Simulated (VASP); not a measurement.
# Mg in VASP: a series of runs

Runs on Mg. Level: PBE. Tasks: single point.

All numbers are computed with VASP 6.6.1; they aren't measurements. Logs are shortened: lines on timing, memory, paths and dates and some standing lists are left out, and cuts for length are marked.

## (1) The cell of the first run

It takes space group R-3m (No. 166, trigonal). The conventional cell has a = 3.268 Å, b = 3.268 Å, c = 7.552 Å, α = 90.00°, β = 90.00°, γ = 120.00°. Within 4.1 Å of Mg (site symmetry -3m) lie 12 Mg at 3.15 to 3.27 Å.

## (2) Single point, PBE

INCAR reads:

```
ALGO = Normal
EDIFF = 1E-6
ENCUT = 600
GGA = PE
GGA_COMPAT = False
ISIF = 2
ISMEAR = 0
LASPH = True
LCHARG = False
LREAL = False
LWAVE = False
NBANDS = 9
NELM = 120
PREC = Accurate
SIGMA = 0.1
```

KPOINTS reads:

```
k-points
0
Gamma
  6 6 6
```

POSCAR reads:

```
Mg
1.0
    1.6341396844      0.9434709867      5.0347551280
   -1.6341396844      0.9434709867      5.0347551280
    0.0000000000     -1.8869419733      5.0347551280
Mg
2
Direct
    0.2500167802      0.2500167802      0.2500167802
    0.7499832198      0.7499832198      0.7499832198
```

Potentials or basis: VASP PAW PBE potentials, release 64 (Mg).

Command:

```
> cat potpaw_PBE.64/Mg/POTCAR > POTCAR
> mpirun -np 1 vasp_std > vasp.out
```

OUTCAR:

```text
EDIFF = 1E-6
   ENCUT = 600
   GGA = PE
   ISIF = 2
   ISMEAR = 0
   LASPH = True
   LREAL = False
   NELM = 120
   PREC = Accurate

 ion  position               nearest neighbor table
   1  0.250  0.250  0.250-   2 3.15   2 3.15   2 3.15   2 3.15   2 3.15   2 3.15
   2  0.750  0.750  0.750-   1 3.15   1 3.15   1 3.15   1 3.15   1 3.15   1 3.15

  LATTYP: Found a trigonal (rhomboedric) cell.
 ALAT       =     5.3767377851
 COS(alpha) =     0.8152558756

  Lattice vectors:

 A1 = (   1.6341396844,   0.9434709867,   5.0347551280)
 A2 = (  -1.6341396844,   0.9434709867,   5.0347551280)
 A3 = (   0.0000000000,  -1.8869419733,   5.0347551280)

Analysis of symmetry for initial positions (statically):
=====================================================================
 Subroutine PRICEL returns:
 Original cell was already a primitive cell.

 Routine SETGRP: Setting up the symmetry group for a
 trigonal (rhombohedral) supercell.

 Subroutine GETGRP returns: Found 12 space group operations
 (whereof 12 operations were pure point group operations)
 out of a pool of 12 trial point group operations.

The static configuration has the point symmetry D_3d.

Analysis of symmetry for dynamics (positions and initial velocities):
=====================================================================
 Subroutine PRICEL returns:
 Original cell was already a primitive cell.

 Routine SETGRP: Setting up the symmetry group for a
 trigonal (rhombohedral) supercell.

 Subroutine GETGRP returns: Found 12 space group operations
 (whereof 12 operations were pure point group operations)
 out of a pool of 12 trial point group operations.

The dynamic configuration has the point symmetry D_3d.

 Subroutine INISYM returns: Found 12 space group operations
 (whereof 12 operations are pure point group operations),
 and found     1 'primitive' translations

----------------------------------------------------------------------------------------

                                     Primitive cell

  volume of cell :      46.5744

  direct lattice vectors                    reciprocal lattice vectors
     1.634139684  0.943470987  5.034755128     0.305971396  0.176652668  0.066206464
    -1.634139684  0.943470987  5.034755128    -0.305971396  0.176652668  0.066206464
     0.000000000 -1.886941973  5.034755128     0.000000000 -0.353305335  0.066206464

  length of vectors
     5.376737785  5.376737785  5.376737785     0.359455082  0.359455082  0.359455082

  position of ions in fractional coordinates (direct lattice)
     0.250016780  0.250016780  0.250016780
     0.749983220  0.749983220  0.749983220

  ion indices of the primitive-cell ions
   primitive index   ion index
                 1           1
                 2           2

----------------------------------------------------------------------------------------

 KPOINTS: k-points

Automatic generation of k-mesh.
 Grid dimensions read from file:
 generate k-points for:    6    6    6

 Generating k-lattice:

  Cartesian coordinates                     Fractional coordinates (reciprocal lattice)
     0.050995233  0.029442111  0.011034411     0.166666667  0.000000000  0.000000000
    -0.050995233  0.029442111  0.011034411     0.000000000  0.166666667  0.000000000
     0.000000000 -0.058884223  0.011034411    -0.000000000 -0.000000000  0.166666667

  Length of vectors
     0.059909180  0.059909180  0.059909180

  Shift w.r.t. Gamma in fractional coordinates (k-lattice)
     0.000000000  0.000000000  0.000000000

 Subroutine IBZKPT returns following result:
 ===========================================

 Found     32 irreducible k-points:

 Following reciprocal coordinates:
            Coordinates               Weight
  0.000000  0.000000  0.000000      1.000000
  0.166667 -0.000000  0.000000      6.000000
  0.333333 -0.000000  0.000000      6.000000
  0.500000  0.000000  0.000000      3.000000
  0.166667  0.166667  0.000000      6.000000
  0.333333  0.166667  0.000000     12.000000
[... 16 lines left out ...]
  0.500000  0.500000  0.166667      6.000000
 -0.333333  0.500000  0.166667     12.000000
 [... further k-points ...]
   k-points           NKPTS =     32   k-points in BZ     NKDIM =     32   number of bands    NBANDS=      9
   number of dos      NEDOS =    301   number of ions     NIONS =      2
   total plane-waves  NPLWV = 110592
   dimension x,y,z NGX =    48 NGY =   48 NGZ =   48
   dimension x,y,z NGXF=    96 NGYF=   96 NGZF=   96
   ions per type =               2
   NGX,Y,Z   is equivalent  to a cutoff of  14.84, 14.84, 14.84 a.u.
   NGXF,Y,Z  is equivalent  to a cutoff of  29.68, 29.68, 29.68 a.u.
 SYSTEM =  unknown system
   PREC   = accura    normal or accurate (medium, high low for compatibility)
   ISTART =      0    job   : 0-new  1-cont  2-samecut
   ICHARG =      2    charge: 1-file 2-atom 10-const
   ISPIN  =      1    spin polarized calculation?
   LNONCOLLINEAR =      F non collinear calculations
   LSORBIT =      F    spin-orbit coupling
   LASPH  =      T    aspherical Exc in radial PAW
   ENCUT  =  600.0 eV  44.10 Ry    6.64 a.u.  10.74 10.74 10.74*2*pi/ulx,y,z
   NELM   =    120;   NELMIN=  2; NELMDL= -5     # of ELM steps
   EDIFF  = 0.1E-05   stopping-criterion for ELM
   LREAL  =      F    real-space projection
   EDIFFG = 0.1E-04   stopping-criterion for IOM
   NSW    =      0    number of steps for IOM
   IBRION =     -1    ionic relax: 0-MD 1-quasi-New 2-CG
   NFREE  =      0    steps in history (QN), initial steepest desc. (CG)
   ISIF   =      2    stress and relaxation
   ISYM   =      2    0-nonsym 1-usesym 2-fastsym
   POTIM  = 0.5000    time-step for ionic-motion
   TEBEG  =    0.0;   TEEND  =   0.0 temperature during run
   PSTRESS=    0.0 pullay stress
   NELECT =       4.0000    total number of electrons
   NUPDOWN=      -1.0000    fix difference up-down
   EMIN   =  10.00;   EMAX   =-10.00  energy-range for DOS
   EFERMI =   0.00;   METHOD = LEGACY
   ISMEAR =     0;   SIGMA  =   0.10  broadening in eV -4-tet -1-fermi 0-gaus
   EFERMI_NEDOS =   21; number of points for ismear=-14 and -15
   IALGO  =     38    algorithm
   IMIX   =      4    mixing-type and parameters
     AMIX     =   0.40;   BMIX     =  1.00
     AMIX_MAG =   1.60;   BMIX_MAG =  1.00
  volume/ion in A,a.u.               =      23.29       157.15
  Fermi-wavevector in a.u.,A,eV,Ry     =   0.722291  1.364933  7.098224  0.521705
  Thomas-Fermi vector in A             =   1.812217
   LORBIT       =      0    0 simple, 1 ext, 2 COOP (PROOUT), +10 PAW based schemes
   GGA     = PE    functional components
   LHFCALC =     F    Hartree Fock is set to
   AEXX    =    0.0000 exact exchange contribution
   IVDW    =     0    specifies the selected vdW correction
   LEPSILON=     F    determine dielectric tensor
   LRPA    =     F    only Hartree local field effects (RPA)
 non-spin polarized calculation
 Gauss-broadening in eV      SIGMA  =   0.10
  energy-cutoff  :      600.00
  volume of cell :       46.57
 maximum number of plane-waves:      1580
 NGX is ok and might be reduce to    48

 number of electron       4.0000000 magnetization

 Free energy of the ion-electron system (eV)
  ---------------------------------------------------
  ext. energy  EPLUGINS =         0.00000000
  ---------------------------------------------------
  free energy    TOTEN  =        -2.90681495 eV

  energy without entropy =       -2.89755324  energy(sigma->0) =       -2.90218410

 E-fermi :   2.5745     XC(G=0):  -8.4474

 val. band max:        2.5745128253   @ k =  -0.3333   0.5000   0.1667
 cond. band min:       2.5772850151   @ k =  -0.3333   0.3333   0.0000
 fundamental gap:      0.0027721898
 Fermi energy:         2.5745437187

 k-point     1 :       0.0000    0.0000    0.0000
  band No.  band energies     occupation
      1      -4.3130      2.00000
      2       1.1766      2.00000
      3       1.8070      2.00000
      4      13.1893      0.00000
      5      13.1893      0.00000
      6      13.7328      0.00000
      7      13.7328      0.00000
      8      14.3155      0.00000
      9      14.3155      0.00000

 k-point     2 :       0.1667   -0.0000    0.0000
  band No.  band energies     occupation
      1      -3.7727      2.00000
      2       1.2921      2.00000
      3       2.6958      0.08635
      4       8.6800      0.00000
      5      10.7096      0.00000
      6      11.4015      0.00000
      7      12.4594      0.00000
      8      12.7519      0.00000
      9      13.7463      0.00000

 k-point     3 :       0.3333   -0.0000    0.0000
  band No.  band energies     occupation
      1      -2.1692      2.00000
      2       2.2155      2.00000
      3       3.7677      0.00000
      4       5.2535      0.00000
      5       7.0017      0.00000
      6      10.2965      0.00000
      7      10.8358      0.00000
      8      11.5668      0.00000
      9      11.5899      0.00000

 k-point     4 :       0.5000    0.0000    0.0000
  band No.  band energies     occupation
      1       0.4419      2.00000
      2       0.4419      2.00000
      3       4.1494      0.00000
      4       4.1498      0.00000
      5       8.0280      0.00000
      6       8.0281      0.00000
      7      10.1073      0.00000
      8      10.1091      0.00000
      9      11.3994      0.00000

 k-point     5 :       0.1667    0.1667    0.0000
  band No.  band energies     occupation
      1      -3.7179      2.00000
      2       0.7539      2.00000
      3       3.3301      0.00000
      4       9.2890      0.00000
      5       9.6939      0.00000
      6      10.8824      0.00000
      7      12.1989      0.00000
      8      13.5823      0.00000
      9      14.5920      0.00000

 k-point     6 :       0.3333    0.1667    0.0000
  band No.  band energies     occupation
      1      -2.5925      2.00000
      2       1.2090      2.00000
      3       4.8108      0.00000
      4       6.5649      0.00000
      5       7.4511      0.00000
      6       7.9458      0.00000
      7      10.1388      0.00000
      8      13.7281      0.00000
      9      15.0824      0.00000
[... 169 lines left out ...]
 k-point    21 :      -0.3333    0.3333    0.1667
  band No.  band energies     occupation
      1       0.1438      2.00000
      2       1.3724      2.00000
      3       2.3314      1.99942
      4       5.5508      0.00000
      5       7.2024      0.00000
      6       8.1873      0.00000
      7       8.9281      0.00000
      8      10.2751      0.00000
      9      13.3608      0.00000

 k-point    22 :      -0.1667    0.3333    0.1667
  band No.  band energies     occupation
      1      -0.6448      2.00000
      2       3.0445      0.00000
      3       3.9853      0.00000
      4       4.0843      0.00000
      5       5.2014      0.00000
      6       6.9331      0.00000
      7       8.6926      0.00000
      8      13.1515      0.00000
      9      14.0686      0.00000

 k-point    23 :       0.5000    0.5000    0.1667
  band No.  band energies     occupation
      1      -1.3642      2.00000
      2      -0.0950      2.00000
      3       4.1900      0.00000
      4       6.7029      0.00000
      5       8.1857      0.00000
      6       9.3132      0.00000
      7      10.4524      0.00000
      8      12.2392      0.00000
      9      13.7099      0.00000

 k-point    24 :      -0.3333    0.5000    0.1667
  band No.  band energies     occupation
      1       0.4047      2.00000
      2       1.0221      2.00000
      3       2.5745      1.00035
      4       5.1514      0.00000
      5       5.8794      0.00000
      6       9.6072      0.00000
      7      10.4938      0.00000
      8      11.2359      0.00000
      9      11.9534      0.00000

 [... further k-points ...]

------------------------ aborting loop because EDIFF is reached ----------------------------------------

  FORCE on cell =-STRESS in cart. coord.  units (eV):
  Direction    XX          YY          ZZ          XY          YZ          ZX
  --------------------------------------------------------------------------------------
  -------------------------------------------------------------------------------------
  Total       -0.0414255     -0.0414255     -0.1273225      0.0000000     -0.0000000      0.0000000
  in kB       -1.4250539     -1.4250539     -4.3799415      0.0000000     -0.0000000      0.0000000
  external PRESSURE =      -2.4100165 kB  Pullay stress =       0.0000000 kB

 VOLUME and BASIS-vectors are now :
 -----------------------------------------------------------------------------
  energy-cutoff  :      600.00
  volume of cell :       46.57
      direct lattice vectors                 reciprocal lattice vectors
     1.634139684  0.943470987  5.034755128     0.305971396  0.176652668  0.066206464
    -1.634139684  0.943470987  5.034755128    -0.305971396  0.176652668  0.066206464
     0.000000000 -1.886941973  5.034755128     0.000000000 -0.353305335  0.066206464

 POSITION                                       TOTAL-FORCE (eV/Angst)
 -----------------------------------------------------------------------------------
      0.00000      0.00000      3.77632         0.000000     -0.000000     -0.001701
      0.00000      0.00000     11.32795         0.000000      0.000000      0.001701
 -----------------------------------------------------------------------------------
    total drift:                                0.000000      0.000000     -0.000000

  FREE ENERGIE OF THE ION-ELECTRON SYSTEM (eV)
  ---------------------------------------------------
  free  energy   TOTEN  =        -2.9068149547 eV

  energy  without entropy=       -2.8975532440  energy(sigma->0) =       -2.90218410
```

Wall time 72 s (1 thread of Intel Xeon 8259CL, shared host); peak memory 0.26 GiB.

What came out:

* Free energy: -2.9068 eV
* Pressure: -0.2 GPa
* Band gap on the k mesh: zero (bands 2 and 3 overlap by 1.31 eV)

Stress tensor (GPa, compression positive):
```
-0.14  0.00  0.00
 0.00 -0.14  0.00
 0.00  0.00 -0.44
```

Caveat: the k points lie up to 0.38 Å⁻¹ apart, too coarse for converged energies and pressures of a metal.

## (3) Single point, PBE

This run uses another cell than the first one: it holds 1 atom, not 2.

INCAR reads:

```
PREC     = Accurate       # precision mode
ENCUT    = 600            # plane-wave cutoff, eV
EDIFF    = 1E-6           # SCF threshold, eV
ISMEAR   = 0              # smearing method
SIGMA    = 0.1            # smearing width, eV
LREAL    = F              # projectors in reciprocal space
LASPH    = T              # aspherical terms in the spheres
NELM     = 120            # most SCF steps
ALGO     = Normal         # electronic algorithm
ISIF     = 2              # what is computed and relaxed
LWAVE    = F              # write WAVECAR
LCHARG   = F              # write CHGCAR
GGA      = PE             # functional
NBANDS   = 7              # bands
GGA_COMPAT= F
```

KPOINTS reads:

```
Automatic mesh
0
Gamma
  22 22 22
```

POSCAR reads:

```
Mg
1.0
    0.0000000000      2.2611172133      2.2611172133
    2.2611172133      0.0000000000      2.2611172133
    2.2611172133      2.2611172133      0.0000000000
Mg
1
Direct
    0.0000000000      0.0000000000      0.0000000000
```

Potentials or basis: VASP PAW PBE potentials, release 64 (Mg).

Command:

```
> cat potpaw_PBE.64/Mg/POTCAR > POTCAR
> mpirun -np 1 vasp_std > vasp.out
```

Wall time 2 min (1 thread of Intel Xeon 8259CL, shared host); peak memory 0.18 GiB.

It converged, with:

```
Free energy            : -1.4943 eV
Pressure               : -0.1 GPa
Band gap on the k mesh : zero (bands 1 and 2 overlap by 2.44 eV)
```

Levels at points of the mesh, in eV from the Fermi level:
```
           k point  band 1  band 2  band 3  band 4  band 5
(0.00, 0.00, 0.00)   -6.86   12.34   12.34   12.34   14.24
(0.50, 0.00, 0.00)   -1.66   -1.26   11.26   11.26   12.04
(0.50, 0.50, 0.00)   -0.19    0.82    6.11    6.94    6.94
```
